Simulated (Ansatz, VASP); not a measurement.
# One calculation of Li, two programs

The input INCAR:

```
SYSTEM = Li
ALGO     = Normal         ! electronic algorithm
EDIFF    = 1E-6           ! SCF threshold, eV
ENCUT    = 750            ! plane-wave cutoff, eV
GGA      = PE             ! functional
GGA_COMPAT= .FALSE.      
ISIF     = 2              ! what is computed and relaxed
ISMEAR   = -1             ! smearing method
LASPH    = .TRUE.         ! aspherical terms in the spheres
LCHARG   = .TRUE.         ! write CHGCAR
LELF     = .TRUE.         ! ELF
LREAL    = .FALSE.        ! projectors in reciprocal space
LVHAR    = .TRUE.       
LWAVE    = .FALSE.        ! write WAVECAR
NBANDS   = 8              ! bands
NELM     = 120            ! most SCF steps
PREC     = Accurate       ! precision mode
SIGMA    = 0.1            ! smearing width, eV
```

Contents of KPOINTS:

```
k-points
0
G
  17 17 17
  0 0 0
```

Contents of POSCAR:

```
Li
1.0
   -1.7166113092      1.7166113092      1.7166113092
    1.7166113092     -1.7166113092      1.7166113092
    1.7166113092      1.7166113092     -1.7166113092
Li
1
Direct
    0.0000000000      0.0000000000      0.0000000000
```

Input for Ansatz:

```yaml
crystal:
  lattice:
    - [-1.7166113092, 1.7166113092, 1.7166113092]
    - [1.7166113092, -1.7166113092, 1.7166113092]
    - [1.7166113092, 1.7166113092, -1.7166113092]
  atoms:
    - { symbol: Li, position: [0.0, 0.0, 0.0] }
kpoints:
  mp_grid: { grid: [17, 17, 17] }
  band_path:
    path:
      - [0.0, 0.0, 0.0]
      - [0.5, -0.5, 0.5]
      - [0.0, 0.0, 0.5]
      - [0.0, 0.0, 0.0]
      - [0.25, 0.25, 0.25]
      - [0.5, -0.5, 0.5]
      - [0.25, 0.25, 0.25]
      - [0.0, 0.0, 0.5]
    npoints: 14
scf:
  occupations: { method: fermi_dirac, width: 0.1 }
hamiltonian:
  xc: pbe
  pseudopotentials: { kind: all_electron, lapw: { basis_error: 0.001 } }
output:
  forces: true
  stress: true
  eigenvalues: true
  populations: true
  dos: { projected: true, de: 0.2, e_range: [-14, 8] }
```

Alike in both runs: task single point; functional PBE; k mesh 17 × 17 × 17; occupations fermi-dirac, width 0.1 eV; no spin polarisation.

|  | VASP | Ansatz |
| --- | --- | --- |
| version | VASP 6.6.1 | Ansatz 0.2.0 |
| potentials or method | VASP PAW PBE potentials, release 64 (Li_sv), cutoff 750 eV | all-electron LAPW, scalar-relativistic |

Ansatz gave:

```
pressure (GPa) : 0.0
```

Problem. Estimate VASP's values.

Solution. Pressure (GPa): -0.1.

Ansatz ran all-electron here, and VASP with PAW potentials.
